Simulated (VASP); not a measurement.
The system is SnSe.

```
Sn Se
1.0
     0.00000    3.01000    3.01000
     3.01000    0.00000    3.01000
     3.01000    3.01000    0.00000
Sn Se
1 1
Direct
  0.00000 0.00000 0.00000
  0.50000 0.50000 0.50000
```

| Item | Value |
| --- | --- |
| Program | VASP 6.6.1 |
| Task | relaxation of cell and atoms |
| Functional | PBEsol-based global hybrid with 25 % exact exchange |
| Potentials or basis | VASP PAW PBE potentials, release 64 (Sn_d, Se) |
| Cutoff | 600 eV |
| k mesh | 4 × 4 × 4 |
| Occupations | fermi-dirac, width 0.05 eV |
| Spin | no spin polarisation |

At the start: pressure -3.9 GPa; volume 27.27 Å³/atom.

Task: How do energy, volume and symmetry change on relaxing?

Result: Over 3 steps the energy falls by 25.4 meV/atom and the volume is 25.32 Å³/atom (-7.1 %); space group Fm-3m (No. 225, to 0.1 Å) before and after.

Step by step:
| step | energy change (eV) | largest force (eV/Å) | pressure (GPa) | volume (Å³) |
| --- | --- | --- | --- | --- |
| 1 | 0.0000 | 0.0000 | -3.91 | 54.54 |
| 2 | -0.0451 | 0.0000 | 1.57 | 49.45 |
| 3 | -0.0509 | 0.0000 | 0.01 | 50.64 |

Final structure:
```xyz
2
Lattice="0.0000 2.9365 2.9365 2.9365 0.0000 2.9365 2.9365 2.9365 0.0000" Properties=species:S:1:pos:R:3 pbc="T T T"
Sn    0.0000    0.0000    0.0000
Se    2.9365    2.9365    2.9365
```

Caveat: the k points lie up to 0.46 Å⁻¹ apart in the final cell; the PAW data sets were made with another functional, which shifts forces and pressure a little.
